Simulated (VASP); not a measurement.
Runs of VASP 6.6.1 on SiSbTe3. The structure is that of space group Pm-3m (No. 221), or close to it. The cells are those of the table. 

| task | cell | k mesh | cutoff (eV) | gap on the mesh (eV) | pressure (GPa) |
| --- | --- | --- | --- | --- | --- |
| single point | a = 5.705 Å, 5 atoms | 8 × 8 × 8 | 520 | none | 0.0 |
| relaxation of cell and atoms | relaxed from a = 5.705 Å, 5 atoms | 8 × 8 × 8 | 600 | none | 0.0 |
| single point | a = 5.705 Å, 5 atoms | 4 × 4 × 4 | 500 | none | (a) |
| single point | a = 5.129 Å, 5 atoms | 4 × 4 × 4 | 520 | none | 22.4 |
| relaxation of cell and atoms | relaxed from a = 5.129 Å, 5 atoms | 4 × 4 × 4 | 500 | none | -0.1 |

Alike in all rows: level PBE; potentials or basis VASP PAW PBE potentials, release 64 (Si, Sb, Te); no spin polarisation; smearing gaussian 0.1 eV.

Task: Estimate the missing entries.

Result: (a) 0.2.

Caveats: spin-orbit coupling is left out, which moves the levels of the heavy elements; the relaxation stopped at its first step, so nothing moved (some runs).

A k mesh can miss the band edges, and the runs leave out spin-orbit coupling on Sb, Te.

A gap of «none» marks levels without a gap at the run's occupations.
